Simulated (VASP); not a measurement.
Os, 2 atoms in the cell. The structure is hexagonal, space group P6_3/mmc (No. 194). The conventional cell has a = 2.754 Å, b = 2.754 Å, c = 4.349 Å, α = 90.00°, β = 90.00°, γ = 120.00°. Os (site symmetry -6m2) has 12 Os at 2.69 to 2.75 Å within 3.6 Å. 

- Program: VASP 6.6.1
- Task: single point
- Functional: PBE
- Potentials or basis: VASP PAW PBE potentials, release 64 (Os)
- Cutoff: 520 eV
- k mesh: 11 × 11 × 6
- Occupations: fermi-dirac, width 0.05 eV
- Spin: no spin polarisation
- Dipole correction: no
- Further INCAR settings: ALGO = Normal; EDIFF = 1e-07; NBANDS = 15

Potentials or basis: VASP PAW PBE potentials, release 64 (Os).

Launch:

```sh
$ cat potpaw_PBE.64/Os/POTCAR > POTCAR
$ mpirun -np 1 vasp_std > vasp.out
```

Hardware: 1 thread of Intel Xeon 8259CL, with other jobs on the host.

**Question.** How long does it take, and how much memory?

**Answer.** Wall time 44 s on 1 thread of Intel Xeon 8259CL, with other jobs on the host, peak memory 0.15 GiB. Counts: scf iterations 14, k points 64.
